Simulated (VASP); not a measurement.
Set up this calculation in VASP 6.6.1, as the native input.

| Quantity | Value |
| --- | --- |
| Task | single point |
| Functional | PBEsol |
| Potentials or basis | VASP PAW PBE potentials, release 64 (Al, Cu, Li_sv) |
| Cutoff | 650 eV |
| k mesh | 8 × 6 × 4 |
| Occupations | gaussian, width 0.15 eV |
| Spin | no spin polarisation |
| Dipole correction | no |
| Further INCAR settings | ALGO = Normal; EDIFF = 1e-06; NBANDS = 44 |

The structure of LiAl6Cu4 (a cell with a defect) lies in POSCAR:

```
LiAl6Cu4
1.0
   -4.0986257031      0.0000000000      0.0000000000
    0.0000000000      0.0000000000     -4.9819853884
    0.0000000000     -7.0990279589      0.0000000000
Al Cu Li
6 4 1
Direct
    0.0000000000      1.0000000000      0.0000000000
    0.5000000000      1.0000000000      0.5000000000
    0.5000000000      0.6484631524      0.1666666667
    0.0000000000      0.6484631524      0.6666666667
    0.0000000000      0.3515368476      0.3333333333
    0.5000000000      0.3515368476      0.8333333333
    0.5000000000      0.1576574106      0.1666666667
    0.0000000000      0.1576574106      0.6666666667
    0.0000000000      0.8423425894      0.3333333333
    0.5000000000      0.8423425894      0.8333333333
    0.3333333333      0.4999279917      0.3333333333
```

One way to write it, as run:

INCAR

```
PREC = Accurate
ENCUT = 650
EDIFF = 1E-6
ISMEAR = 0
SIGMA = 0.15
LREAL = F
LASPH = T
NELM = 120
ALGO = Normal
ISIF = 2
LWAVE = F
LCHARG = T
GGA = PS
LELF = T
LVHAR = T
NBANDS = 44
GGA_COMPAT = F
```

KPOINTS

```
regular mesh
0
Gamma
  8 6 4
```

Potentials or basis: VASP PAW PBE potentials, release 64 (Al, Cu, Li_sv).

The run is started by

```console
$ cat potpaw_PBE.64/Al/POTCAR potpaw_PBE.64/Cu/POTCAR potpaw_PBE.64/Li_sv/POTCAR > POTCAR
$ mpirun -np 1 vasp_std > vasp.out
```

It gave:

```json
{
 "Pressure": "14.2 GPa",
 "Largest force": "10.536 eV/Å",
 "Band gap on the k mesh": "zero (an odd number of electrons rules out a gap without spin polarisation)"
}
```

Caveat: atoms lie so close that the PAW spheres overlap strongly, which falsifies energies and pressures; the PAW data sets were made with another functional, which shifts forces and pressure a little.

Run time: 35 min on 1 thread of Intel Xeon 8259CL (shared host), peak memory 0.78 GiB.
